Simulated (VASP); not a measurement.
# Te (P3_121) in VASP: settings compared, part 2 of 2

VASP 6.6.1. Earlier steps stand in the parts before.

## 4. Single point, LDA

This run uses another cell than the first one, of 32.12 Å³/atom.

File INCAR:

```
SYSTEM = Te
PREC = Accurate ; ENCUT = 520
EDIFF = 1E-7 ; ISMEAR = 0
SIGMA = 0.1 ; LREAL = .FALSE.
LASPH = .TRUE. ; NELM = 80
ALGO = Fast ; ISIF = 2
LWAVE = .FALSE. ; LCHARG = .TRUE.
LELF = .TRUE. ; LVHAR = .TRUE.
NBANDS = 16
```

File KPOINTS:

```
Automatic mesh
0
G
  12 12 8
  0 0 0
```

File POSCAR:

```
Te
1.0
    4.3186088774      0.0000000000      0.0000000000
   -2.1593044387      3.7400249969      0.0000000000
    0.0000000000      0.0000000000      5.9657427861
Te
3
Direct
    0.2847388753      0.0000000000      0.3333333333
    0.0000000000      0.2847388753      0.6666666667
    0.7152611247      0.7152611247      0.0000000000
```

Potentials or basis: VASP PAW LDA potentials, release 64 (Te).

On the command line:

```sh
> cat potpaw_LDA.64/Te/POTCAR > POTCAR
> mpirun -np 1 vasp_std > vasp.out
```

OUTCAR:

```text
SYSTEM = Te
   PREC = Accurate
   ENCUT = 520
   EDIFF = 1E-7
   ISMEAR = 0
   LREAL = .FALSE.
   LASPH = .TRUE.
   NELM = 80
   ISIF = 2

 ion  position               nearest neighbor table
   1  0.285  0.000  0.333-   3 2.91   2 2.91   3 3.35   3 3.35   2 3.35   2 3.35
   2  0.000  0.285  0.667-   3 2.91   1 2.91   3 3.35   3 3.35   1 3.35   1 3.35
   3  0.715  0.715  0.000-   1 2.91   2 2.91   1 3.35   2 3.35   2 3.35   1 3.35

  LATTYP: Found a hexagonal cell.
 ALAT       =     4.3186088774
 C/A-ratio  =     1.3814038167

  Lattice vectors:

 A1 = (   4.3186088774,   0.0000000000,   0.0000000000)
 A2 = (  -2.1593044387,   3.7400249969,   0.0000000000)
 A3 = (   0.0000000000,   0.0000000000,   5.9657427861)

Analysis of symmetry for initial positions (statically):
=====================================================================
 Subroutine PRICEL returns:
 Original cell was already a primitive cell.

 Routine SETGRP: Setting up the symmetry group for a
 hexagonal supercell.

 Subroutine GETGRP returns: Found  6 space group operations
 (whereof  2 operations were pure point group operations)
 out of a pool of 24 trial point group operations.

The static configuration has the point symmetry C_2 .
 The point group associated with its full space group is D_3 .

Analysis of symmetry for dynamics (positions and initial velocities):
=====================================================================
 Subroutine PRICEL returns:
 Original cell was already a primitive cell.

 Routine SETGRP: Setting up the symmetry group for a
 hexagonal supercell.

 Subroutine GETGRP returns: Found  6 space group operations
 (whereof  2 operations were pure point group operations)
 out of a pool of 24 trial point group operations.

The dynamic configuration has the point symmetry C_2 .
 The point group associated with its full space group is D_3 .

 Subroutine INISYM returns: Found  6 space group operations
[... 119 lines left out ...]
     AMIX_MAG =   1.60;   BMIX_MAG =  1.00
  volume/ion in A,a.u.               =      32.12       216.75
  Fermi-wavevector in a.u.,A,eV,Ry     =   0.935847  1.768494 11.916105  0.875809
  Thomas-Fermi vector in A             =   2.062796
   LORBIT       =      0    0 simple, 1 ext, 2 COOP (PROOUT), +10 PAW based schemes
   GGA     = CA    functional components
   LHFCALC =     F    Hartree Fock is set to
   AEXX    =    0.0000 exact exchange contribution
   IVDW    =     0    specifies the selected vdW correction
   LEPSILON=     F    determine dielectric tensor
   LRPA    =     F    only Hartree local field effects (RPA)
 non-spin polarized calculation
 RMM-DIIS sequential band-by-band and
 Gauss-broadening in eV      SIGMA  =   0.10
  energy-cutoff  :      520.00
  volume of cell :       96.36
 maximum number of plane-waves:      2614
   NGX = 17   NGY = 17   NGZ = 23

 number of electron      17.9999998 magnetization

 Free energy of the ion-electron system (eV)
  ---------------------------------------------------
  ext. energy  EPLUGINS =         0.00000000
  ---------------------------------------------------
  free energy    TOTEN  =       -11.40531935 eV

  energy without entropy =      -11.40504700  energy(sigma->0) =      -11.40518317

 E-fermi :   6.5525     XC(G=0):  -9.5596

 val. band max:        6.5287227590   @ k =   0.3333   0.3333   0.5000
 cond. band min:       6.7637507557   @ k =   0.0000   0.0000   0.5000
 fundamental gap:      0.2350279967
 Fermi energy:         6.5525353412

 k-point     1 :       0.0000    0.0000    0.0000
  band No.  band energies     occupation
      1      -7.3770      2.00000
      2      -4.0199      2.00000
      3      -4.0199      2.00000
      4       3.6040      2.00000
      5       3.9310      2.00000
      6       3.9310      2.00000
[... 433 lines left out ...]
      3      -3.3148      2.00000
      4       2.3124      2.00000
      5       2.6887      2.00000
      6       3.3887      2.00000
[... 8 lines left out ...]
     15      12.6932      0.00000
     16      13.2085      0.00000

 [... further k-points ...]

------------------------ aborting loop because EDIFF is reached ----------------------------------------

  FORCE on cell =-STRESS in cart. coord.  units (eV):
  Direction    XX          YY          ZZ          XY          YZ          ZX
  --------------------------------------------------------------------------------------
  -------------------------------------------------------------------------------------
  Total       -0.6218047     -0.6218047     -0.8129968      0.0000000     -0.0000000     -0.0000000
  in kB      -10.3390756    -10.3390756    -13.5181262      0.0000000     -0.0000000     -0.0000000
  external PRESSURE =     -11.3987592 kB  Pullay stress =       0.0000000 kB

 VOLUME and BASIS-vectors are now :
 -----------------------------------------------------------------------------
  energy-cutoff  :      520.00
  volume of cell :       96.36
      direct lattice vectors                 reciprocal lattice vectors
     4.318608877  0.000000000  0.000000000     0.231556047  0.133688946  0.000000000
    -2.159304439  3.740024997  0.000000000     0.000000000  0.267377892  0.000000000
     0.000000000  0.000000000  5.965742786     0.000000000  0.000000000  0.167623720

 POSITION                                       TOTAL-FORCE (eV/Angst)
 -----------------------------------------------------------------------------------
      1.22968      0.00000      1.98858        -0.034870      0.000000      0.000000
     -0.61484      1.06493      3.97716         0.017435     -0.030198      0.000000
      1.54447      2.67509      0.00000         0.017435      0.030198      0.000000
 -----------------------------------------------------------------------------------
    total drift:                                0.000000     -0.000000      0.000000

  FREE ENERGIE OF THE ION-ELECTRON SYSTEM (eV)
  ---------------------------------------------------
  free  energy   TOTEN  =       -11.4053193494 eV

  energy  without entropy=      -11.4050470004  energy(sigma->0) =      -11.40518317
```

OSZICAR:

```text
N       E                     dE             d eps       ncg     rms          rms(c)
DAV:   1     0.712788438005E+02    0.71279E+02   -0.65025E+03  4192   0.904E+02
DAV:   2    -0.673416638730E+01   -0.78013E+02   -0.74273E+02  5720   0.136E+02
DAV:   3    -0.113597597689E+02   -0.46256E+01   -0.46020E+01  5056   0.374E+01
DAV:   4    -0.114401271354E+02   -0.80367E-01   -0.80357E-01  6376   0.573E+00
DAV:   5    -0.114413096093E+02   -0.11825E-02   -0.11825E-02  5576   0.601E-01    0.129E+01
RMM:   6    -0.114154959196E+02    0.25814E-01   -0.11642E-02  4263   0.539E-01    0.791E+00
RMM:   7    -0.114056596606E+02    0.98363E-02   -0.23934E-02  4422   0.847E-01    0.213E-01
RMM:   8    -0.114052756548E+02    0.38401E-03   -0.37058E-03  4515   0.404E-01    0.731E-02
RMM:   9    -0.114053157129E+02   -0.40058E-04   -0.53448E-04  5119   0.177E-01    0.530E-02
RMM:  10    -0.114053178026E+02   -0.20897E-05   -0.76295E-05  5142   0.682E-02    0.149E-02
RMM:  11    -0.114053192034E+02   -0.14008E-05   -0.25664E-05  5255   0.358E-02    0.188E-02
RMM:  12    -0.114053197855E+02   -0.58212E-06   -0.46368E-06  5464   0.160E-02    0.285E-02
RMM:  13    -0.114053193993E+02    0.38618E-06   -0.67217E-07  4614   0.616E-03    0.203E-02
RMM:  14    -0.114053193494E+02    0.49945E-07   -0.14787E-07  3146   0.293E-03
   1 F= -.11405319E+02 E0= -.11405183E+02  d E =-.272349E-03
```

It took 4.7 min on 1 thread of Oxide Virtual Turin-like, shared host; peak memory 0.25 GiB.

What came out:

- Free energy: -11.4053 eV
- Pressure: -1.1 GPa
- Largest force: 0.035 eV/Å
- Band gap on the k mesh: zero (filled and empty bands touch)

Forces on the atoms (eV/Å):
```
Te  -0.035  0.000  0.000
Te   0.017 -0.030  0.000
Te   0.017  0.030  0.000
```

Stress tensor (GPa, compression positive):
```
-1.03  0.00  0.00
 0.00 -1.03  0.00
 0.00  0.00 -1.35
```

Caveat: spin-orbit coupling is left out, which moves the levels of the heavy elements.

## 5. Single point, PBE+D3(BJ)

This run uses another cell than the first one, of 32.12 Å³/atom.

File INCAR:

```
SYSTEM = Te
PREC = Accurate
ENCUT = 520
EDIFF = 1E-6
ISMEAR = 0
SIGMA = 0.01
LREAL = .FALSE.
LASPH = .TRUE.
NELM = 60
ALGO = Normal
ISIF = 2
LWAVE = .FALSE.
LCHARG = .FALSE.
GGA = PE
IVDW = 12
NBANDS = 16
```

File KPOINTS:

```
Automatic mesh
0
G
  12 12 6
  0 0 0
```

POSCAR is that of step 4.

Potentials or basis: VASP PAW PBE potentials, release 64 (Te).

On the command line:

```sh
> cat potpaw_PBE.64/Te/POTCAR > POTCAR
> mpirun -np 1 vasp_std > vasp.out
```

It took 3.3 min on 1 thread of Oxide Virtual Turin-like, shared host; peak memory 0.26 GiB.

It converged, with:

```yaml
Free_energy: -10.7459 eV
Pressure: 0.0 GPa
Largest_force: 0.012 eV/Å
Band_gap_on_the_k_mesh: 0.02 eV
Dispersion_energy_per_atom: -0.456 eV
```

Forces on the atoms (eV/Å):
```
Te   0.012  0.000  0.000
Te  -0.006  0.010  0.000
Te  -0.006 -0.010  0.000
```

Levels at points of the mesh, in eV from the valence-band top:
| k point | band 5 | band 6 | band 7 | band 8 | band 9 | band 10 | band 11 | band 12 | band 13 | band 14 |
| --- | --- | --- | --- | --- | --- | --- | --- | --- | --- | --- |
| (0.00, 0.00, 0.00) | -2.59 | -2.59 | -1.78 | -1.78 | -1.15 | 0.99 | 0.99 | 1.69 | 4.87 | 4.87 |
| (0.50, 0.00, 0.00) | -4.64 | -4.00 | -3.88 | -0.84 | -0.72 | 0.57 | 0.58 | 2.49 | 3.76 | 7.79 |
| (0.00, 0.00, 0.50) | -2.66 | -2.66 | -1.28 | -0.85 | -0.85 | 0.25 | 0.34 | 0.34 | 3.70 | 5.08 |
| (0.50, 0.00, 0.50) | -3.67 | -3.65 | -2.76 | -2.50 | -0.32 | 0.37 | 2.01 | 2.65 | 4.27 | 4.74 |

Caveat: spin-orbit coupling is left out, which moves the levels of the heavy elements.

## 6. Single point, r2SCAN

This run uses another cell than the first one, of 32.12 Å³/atom.

POSCAR is that of step 5.

File INCAR.step1:

```
SYSTEM = Te
PREC     = Accurate       ! precision mode
ENCUT    = 520            ! plane-wave cutoff, eV
ISMEAR   = 0              ! smearing method
SIGMA    = 0.1            ! smearing width, eV
LREAL    = .False.        ! projectors in reciprocal space
LASPH    = .True.         ! aspherical terms in the spheres
NELM     = 80             ! most SCF steps
NBANDS   = 16             ! bands
GGA      = PE             ! functional
ALGO     = Normal         ! electronic algorithm
EDIFF    = 1E-4           ! SCF threshold, eV
LWAVE    = .True.         ! write WAVECAR
LCHARG   = .False.        ! write CHGCAR
```

File INCAR.step2:

```
SYSTEM = Te
PREC     = Accurate       ! precision mode
ENCUT    = 520            ! plane-wave cutoff, eV
EDIFF    = 1E-6           ! SCF threshold, eV
ISMEAR   = 0              ! smearing method
SIGMA    = 0.1            ! smearing width, eV
LREAL    = .False.        ! projectors in reciprocal space
LASPH    = .True.         ! aspherical terms in the spheres
NELM     = 80             ! most SCF steps
ALGO     = Normal         ! electronic algorithm
ISIF     = 2              ! what is computed and relaxed
LWAVE    = .False.        ! write WAVECAR
LCHARG   = .True.         ! write CHGCAR
METAGGA  = R2SCAN         ! meta-GGA
LMIXTAU  = .True.       
LELF     = .True.         ! ELF
LVHAR    = .True.       
NBANDS   = 16             ! bands
ISTART   = 1
```

File KPOINTS:

```
Automatic mesh
0
Gamma
  12 12 8
  0 0 0
```

Potentials or basis: VASP PAW PBE potentials, release 64 (Te).

On the command line:

```sh
> cat potpaw_PBE.64/Te/POTCAR > POTCAR
> cp INCAR.step1 INCAR
> mpirun -np 1 vasp_std > vasp.out
> cp INCAR.step2 INCAR
> mpirun -np 1 vasp_std > vasp.out
```

It took 16 min on 1 thread of Oxide Virtual Turin-like, shared host; peak memory 0.3 GiB.

It converged, with:

- Free energy: -76.1531 eV
- Pressure: 1.9 GPa
- Largest force: 0.172 eV/Å
- Band gap on the k mesh: 0.14 eV

Forces on the atoms (eV/Å):
```
Te  -0.172  0.000  0.000
Te   0.086 -0.149  0.000
Te   0.086  0.149  0.000
```

Stress tensor (GPa, compression positive):
```
1.96 0.00 0.00
0.00 1.96 0.00
0.00 0.00 1.71
```

Levels at points of the mesh, in eV from the valence-band top:
| k point | band 6 | band 7 | band 8 | band 9 | band 10 | band 11 | band 12 | band 13 |
| --- | --- | --- | --- | --- | --- | --- | --- | --- |
| (0.00, 0.00, 0.00) | -2.71 | -1.85 | -1.85 | -1.27 | 1.05 | 1.05 | 1.82 | 5.25 |
| (0.50, 0.00, 0.00) | -4.18 | -4.11 | -0.90 | -0.79 | 0.68 | 0.70 | 2.80 | 3.99 |
| (0.00, 0.00, 0.50) | -2.87 | -1.41 | -0.93 | -0.93 | 0.26 | 0.50 | 0.50 | 4.07 |
| (0.50, 0.00, 0.50) | -3.84 | -2.90 | -2.64 | -0.32 | 0.45 | 2.13 | 2.83 | 4.63 |

Caveat: the PAW data sets were made with another functional, which shifts forces and pressure a little; spin-orbit coupling is left out, which moves the levels of the heavy elements.

## 7. The runs side by side

```csv
task,level,potentials or basis,cell,k mesh,cutoff (eV),smearing,gap on the mesh (eV),pressure (GPa),largest force (eV/Å)
relaxation of shape and atoms at fixed volume,PBE+D3(BJ),"VASP PAW PBE potentials, release 64 (Te)","relaxed from a = 4.210, b = 4.210, c = 5.900 Å, angles 90.0, 90.0, 120.0°, 3 atoms, atomic positions A",12 × 12 × 8,600,gaussian 0.1 eV,none,2.4,-
single point,PBE+D3(BJ),"VASP PAW PBE potentials, release 64 (Te)","a = 4.319, b = 4.319, c = 5.966 Å, angles 90.0, 90.0, 120.0°, 3 atoms, atomic positions B",12 × 12 × 8,520,gaussian 0.1 eV,0.02,0.0,0.01
single point,LDA,"VASP PAW LDA potentials, release 64 (Te)","a = 4.319, b = 4.319, c = 5.966 Å, angles 90.0, 90.0, 120.0°, 3 atoms, atomic positions B",12 × 12 × 8,520,gaussian 0.1 eV,none,-1.1,0.03
single point,PBE+D3(BJ),"VASP PAW PBE potentials, release 64 (Te)","a = 4.319, b = 4.319, c = 5.966 Å, angles 90.0, 90.0, 120.0°, 3 atoms, atomic positions B",12 × 12 × 6,520,gaussian 0.01 eV,0.02,0.0,0.01
single point,r2SCAN,"VASP PAW PBE potentials, release 64 (Te)","a = 4.319, b = 4.319, c = 5.966 Å, angles 90.0, 90.0, 120.0°, 3 atoms, atomic positions B",12 × 12 × 8,520,gaussian 0.1 eV,0.14,1.9,0.17
```

Alike in all rows: no spin polarisation.

Caveats: spin-orbit coupling is left out, which moves the levels of the heavy elements; the smearing spreads over this small gap (at least some runs); the PAW data sets were made with another functional, which shifts forces and pressure a little (at least some runs).

Absolute energies hang on the potentials; compare differences alone.

The gap in the log of VASP goes by the Fermi energy; the results here count the filled bands.